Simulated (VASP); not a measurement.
# CaSe (Fm-3m) in VASP: notebook

The runs below take CaSe through single point, relaxation of cell and atoms, with LDA.

All numbers are computed with VASP 6.6.1; they aren't measurements. Logs are shortened: lines on timing, memory, paths and dates and some standing lists are left out, and cuts for length are marked.

### 1 The cell of the first run

The structure is cubic, space group Fm-3m (No. 225). Conventional cell: a = 5.890 Å, b = 5.890 Å, c = 5.890 Å, α = 90.00°, β = 90.00°, γ = 90.00°. Ca (site symmetry m-3m) has 6 Se at 2.94 Å within 3.9 Å. Within 3.9 Å of Se (site symmetry m-3m) lie 6 Ca at 2.94 Å.

### 2 Single point, LDA

Contents of INCAR:

```
  PREC = Accurate
  ENCUT = 500
  EDIFF = 1E-6
  ISMEAR = 0
  SIGMA = 0.1
  LREAL = False
  LASPH = True
  NELM = 120
  ALGO = Normal
  ISIF = 2
  LWAVE = False
  LCHARG = True
  GGA = CA
  LELF = True
  LVHAR = True
  NBANDS = 15
  GGA_COMPAT = False
```

Contents of KPOINTS:

```
regular mesh
0
Gamma
  6 6 6
```

Contents of POSCAR:

```
CaSe
1.0
    0.0000000000      2.9450000000      2.9450000000
    2.9450000000      0.0000000000      2.9450000000
    2.9450000000      2.9450000000      0.0000000000
Ca Se
1 1
Direct
    0.0000000000      0.0000000000      0.0000000000
    0.5000000000      0.5000000000      0.5000000000
```

Potentials or basis: VASP PAW LDA potentials, release 64 (Ca_sv, Se).

Started as:

```bash
cat potpaw_LDA.64/Ca_sv/POTCAR potpaw_LDA.64/Se/POTCAR > POTCAR
mpirun -np 1 vasp_std > vasp.out
```

OUTCAR:

```text
PREC = Accurate
   ENCUT = 500
   EDIFF = 1E-6
   ISMEAR = 0
   LREAL = False
   LASPH = True
   NELM = 120
   ISIF = 2
   GGA = CA

 ion  position               nearest neighbor table
   1  0.000  0.000  0.000-   2 2.94   2 2.94   2 2.94   2 2.94   2 2.94   2 2.94
   2  0.500  0.500  0.500-   1 2.94   1 2.94   1 2.94   1 2.94   1 2.94   1 2.94

  LATTYP: Found a face centered cubic cell.
 ALAT       =     5.8900000000

  Lattice vectors:

 A1 = (   0.0000000000,   2.9450000000,   2.9450000000)
 A2 = (   2.9450000000,   0.0000000000,   2.9450000000)
 A3 = (   2.9450000000,   2.9450000000,   0.0000000000)

Analysis of symmetry for initial positions (statically):
=====================================================================
 Subroutine PRICEL returns:
 Original cell was already a primitive cell.

 Routine SETGRP: Setting up the symmetry group for a
 face centered cubic supercell.

 Subroutine GETGRP returns: Found 48 space group operations
 (whereof 48 operations were pure point group operations)
 out of a pool of 48 trial point group operations.

The static configuration has the point symmetry O_h .

Analysis of symmetry for dynamics (positions and initial velocities):
=====================================================================
 Subroutine PRICEL returns:
 Original cell was already a primitive cell.

 Routine SETGRP: Setting up the symmetry group for a
 face centered cubic supercell.

 Subroutine GETGRP returns: Found 48 space group operations
 (whereof 48 operations were pure point group operations)
 out of a pool of 48 trial point group operations.

The dynamic configuration has the point symmetry O_h .

 Subroutine INISYM returns: Found 48 space group operations
 (whereof 48 operations are pure point group operations),
 and found     1 'primitive' translations

----------------------------------------------------------------------------------------

                                     Primitive cell

  volume of cell :      51.0841

  direct lattice vectors                    reciprocal lattice vectors
     0.000000000  2.945000000  2.945000000    -0.169779287  0.169779287  0.169779287
     2.945000000  0.000000000  2.945000000     0.169779287 -0.169779287  0.169779287
     2.945000000  2.945000000  0.000000000     0.169779287  0.169779287 -0.169779287

  length of vectors
     4.164858941  4.164858941  4.164858941     0.294066351  0.294066351  0.294066351

  position of ions in fractional coordinates (direct lattice)
     0.000000000  0.000000000  0.000000000
     0.500000000  0.500000000  0.500000000

  ion indices of the primitive-cell ions
   primitive index   ion index
                 1           1
                 2           2

----------------------------------------------------------------------------------------

 KPOINTS: regular mesh

Automatic generation of k-mesh.
 Grid dimensions read from file:
 generate k-points for:    6    6    6

 Generating k-lattice:

  Cartesian coordinates                     Fractional coordinates (reciprocal lattice)
    -0.028296548  0.028296548  0.028296548     0.166666667  0.000000000  0.000000000
     0.028296548 -0.028296548  0.028296548     0.000000000  0.166666667  0.000000000
     0.028296548  0.028296548 -0.028296548     0.000000000  0.000000000  0.166666667

  Length of vectors
     0.049011059  0.049011059  0.049011059

  Shift w.r.t. Gamma in fractional coordinates (k-lattice)
     0.000000000  0.000000000  0.000000000

 Subroutine IBZKPT returns following result:
 ===========================================

 Found     16 irreducible k-points:

 Following reciprocal coordinates:
            Coordinates               Weight
  0.000000  0.000000  0.000000      1.000000
  0.166667  0.000000  0.000000      8.000000
  0.333333  0.000000  0.000000      8.000000
  0.500000  0.000000  0.000000      4.000000
  0.166667  0.166667  0.000000      6.000000
  0.333333  0.166667  0.000000     24.000000
[... 8 lines left out ...]
 -0.333333  0.333333  0.166667     24.000000
 -0.333333  0.500000  0.166667     12.000000
   k-points           NKPTS =     16   k-points in BZ     NKDIM =     16   number of bands    NBANDS=     15
   number of dos      NEDOS =    301   number of ions     NIONS =      2
   total plane-waves  NPLWV =  27000
   dimension x,y,z NGX =    30 NGY =   30 NGZ =   30
   dimension x,y,z NGXF=    60 NGYF=   60 NGZF=   60
   ions per type =               1   1
   NGX,Y,Z   is equivalent  to a cutoff of  11.97, 11.97, 11.97 a.u.
   NGXF,Y,Z  is equivalent  to a cutoff of  23.95, 23.95, 23.95 a.u.
 SYSTEM =  unknown system
   PREC   = accura    normal or accurate (medium, high low for compatibility)
   ISTART =      0    job   : 0-new  1-cont  2-samecut
   ICHARG =      2    charge: 1-file 2-atom 10-const
   ISPIN  =      1    spin polarized calculation?
   LNONCOLLINEAR =      F non collinear calculations
   LSORBIT =      F    spin-orbit coupling
   LASPH  =      T    aspherical Exc in radial PAW
   ENCUT  =  500.0 eV  36.75 Ry    6.06 a.u.   7.59  7.59  7.59*2*pi/ulx,y,z
   NELM   =    120;   NELMIN=  2; NELMDL= -5     # of ELM steps
   EDIFF  = 0.1E-05   stopping-criterion for ELM
   LREAL  =      F    real-space projection
   EDIFFG = 0.1E-04   stopping-criterion for IOM
   NSW    =      0    number of steps for IOM
   IBRION =     -1    ionic relax: 0-MD 1-quasi-New 2-CG
   NFREE  =      0    steps in history (QN), initial steepest desc. (CG)
   ISIF   =      2    stress and relaxation
   ISYM   =      2    0-nonsym 1-usesym 2-fastsym
   POTIM  = 0.5000    time-step for ionic-motion
   TEBEG  =    0.0;   TEEND  =   0.0 temperature during run
   PSTRESS=    0.0 pullay stress
   NELECT =      16.0000    total number of electrons
   NUPDOWN=      -1.0000    fix difference up-down
   EMIN   =  10.00;   EMAX   =-10.00  energy-range for DOS
   EFERMI =   0.00;   METHOD = LEGACY
   ISMEAR =     0;   SIGMA  =   0.10  broadening in eV -4-tet -1-fermi 0-gaus
   EFERMI_NEDOS =   21; number of points for ismear=-14 and -15
   IALGO  =     38    algorithm
   IMIX   =      4    mixing-type and parameters
     AMIX     =   0.40;   BMIX     =  1.00
     AMIX_MAG =   1.60;   BMIX_MAG =  1.00
  volume/ion in A,a.u.               =      25.54       172.37
  Fermi-wavevector in a.u.,A,eV,Ry     =   1.111782  2.100963 16.817598  1.236059
  Thomas-Fermi vector in A             =   2.248349
   LORBIT       =      0    0 simple, 1 ext, 2 COOP (PROOUT), +10 PAW based schemes
   GGA     = CA    functional components
   LHFCALC =     F    Hartree Fock is set to
   AEXX    =    0.0000 exact exchange contribution
   IVDW    =     0    specifies the selected vdW correction
   LEPSILON=     F    determine dielectric tensor
   LRPA    =     F    only Hartree local field effects (RPA)
 non-spin polarized calculation
 Gauss-broadening in eV      SIGMA  =   0.10
  energy-cutoff  :      500.00
  volume of cell :       51.08
 maximum number of plane-waves:      1313
   NGX = 15   NGY = 15   NGZ = 15

 number of electron      15.9999998 magnetization

 Free energy of the ion-electron system (eV)
  ---------------------------------------------------
  ext. energy  EPLUGINS =         0.00000000
  ---------------------------------------------------
  free energy    TOTEN  =       -10.56535790 eV

  energy without entropy =      -10.56535790  energy(sigma->0) =      -10.56535790

 E-fermi :   2.9672     XC(G=0):  -9.5503

 val. band max:        2.4410332293   @ k =   0.0000   0.0000   0.0000
 cond. band min:       4.2720946669   @ k =   0.5000   0.5000   0.0000
 fundamental gap:      1.8310614376
 Fermi energy:         2.9671501796

 k-point     1 :       0.0000    0.0000    0.0000
  band No.  band energies     occupation
      1     -36.8001      2.00000
      2     -18.0932      2.00000
      3     -18.0932      2.00000
      4     -18.0932      2.00000
      5      -9.4423      2.00000
      6       2.4410      2.00000
      7       2.4410      2.00000
      8       2.4410      2.00000
      9       5.6146      0.00000
     10       5.9799      0.00000
     11       5.9799      0.00000
     12       5.9799      0.00000
     13       6.6022      0.00000
     14       6.6022      0.00000
     15      12.0295      0.00000

 k-point     2 :       0.1667    0.0000    0.0000
  band No.  band energies     occupation
      1     -36.7981      2.00000
      2     -18.1266      2.00000
      3     -18.0954      2.00000
      4     -18.0954      2.00000
      5      -9.2743      2.00000
      6       1.2006      2.00000
      7       2.0274      2.00000
      8       2.0274      2.00000
      9       5.9064      0.00000
     10       6.3460      0.00000
     11       6.3460      0.00000
     12       7.1358      0.00000
     13       7.3245      0.00000
     14       7.3245      0.00000
     15      12.1961      0.00000

 k-point     3 :       0.3333    0.0000    0.0000
  band No.  band energies     occupation
      1     -36.7941      2.00000
      2     -18.1916      2.00000
      3     -18.0998      2.00000
      4     -18.0998      2.00000
      5      -8.9103      2.00000
      6      -0.3362      2.00000
      7       1.4246      2.00000
      8       1.4246      2.00000
      9       6.2345      0.00000
     10       7.1854      0.00000
     11       7.1854      0.00000
     12       8.4419      0.00000
     13       8.8181      0.00000
     14       8.8181      0.00000
     15      11.8313      0.00000
[... 199 lines left out ...]
 k-point    15 :      -0.3333    0.3333    0.1667
  band No.  band energies     occupation
      1     -36.7901      2.00000
      2     -18.1832      2.00000
      3     -18.1444      2.00000
      4     -18.1206      2.00000
      5      -8.7407      2.00000
      6      -0.1658      2.00000
      7       0.5705      2.00000
      8       1.0531      2.00000
      9       6.7434      0.00000
     10       6.8155      0.00000
     11       8.0703      0.00000
     12       8.2631      0.00000
     13       8.3211      0.00000
     14      10.1837      0.00000
     15      11.0329      0.00000

 k-point    16 :      -0.3333    0.5000    0.1667
  band No.  band energies     occupation
      1     -36.7895      2.00000
      2     -18.1724      2.00000
      3     -18.1444      2.00000
      4     -18.1363      2.00000
      5      -8.7760      2.00000
      6       0.1010      2.00000
      7       0.8132      2.00000
      8       0.8731      2.00000
      9       5.6048      0.00000
     10       7.5073      0.00000
     11       7.6679      0.00000
     12       8.1695      0.00000
     13       8.3780      0.00000
     14       9.3715      0.00000
     15      11.9001      0.00000

------------------------ aborting loop because EDIFF is reached ----------------------------------------

  FORCE on cell =-STRESS in cart. coord.  units (eV):
  Direction    XX          YY          ZZ          XY          YZ          ZX
  --------------------------------------------------------------------------------------
  -------------------------------------------------------------------------------------
  Total       -0.7556439     -0.7556439     -0.7556439      0.0000000     -0.0000000     -0.0000000
  in kB      -23.6996458    -23.6996458    -23.6996458      0.0000000     -0.0000000     -0.0000000
  external PRESSURE =     -23.6996458 kB  Pullay stress =       0.0000000 kB

 VOLUME and BASIS-vectors are now :
 -----------------------------------------------------------------------------
  energy-cutoff  :      500.00
  volume of cell :       51.08
      direct lattice vectors                 reciprocal lattice vectors
     0.000000000  2.945000000  2.945000000    -0.169779287  0.169779287  0.169779287
     2.945000000  0.000000000  2.945000000     0.169779287 -0.169779287  0.169779287
     2.945000000  2.945000000  0.000000000     0.169779287  0.169779287 -0.169779287

 POSITION                                       TOTAL-FORCE (eV/Angst)
 -----------------------------------------------------------------------------------
      0.00000      0.00000      0.00000        -0.000000      0.000000     -0.000000
      2.94500      2.94500      2.94500         0.000000     -0.000000      0.000000
 -----------------------------------------------------------------------------------
    total drift:                               -0.000000      0.000000      0.000000

  FREE ENERGIE OF THE ION-ELECTRON SYSTEM (eV)
  ---------------------------------------------------
  free  energy   TOTEN  =       -10.5653579012 eV

  energy  without entropy=      -10.5653579012  energy(sigma->0) =      -10.56535790
```

Wall time 5.2 s (1 thread of Intel Xeon 6975P-C (Granite Rapids), shared host); peak memory 0.15 GiB.

What came out:

| Quantity | Value |
| --- | --- |
| Free energy | -10.5654 eV |
| Pressure | -2.4 GPa |
| Band gap on the k mesh | 1.83 eV (least direct gap 2.79 eV) |

A k mesh can miss the band edges.

(Part 1 of 3 ends here.)
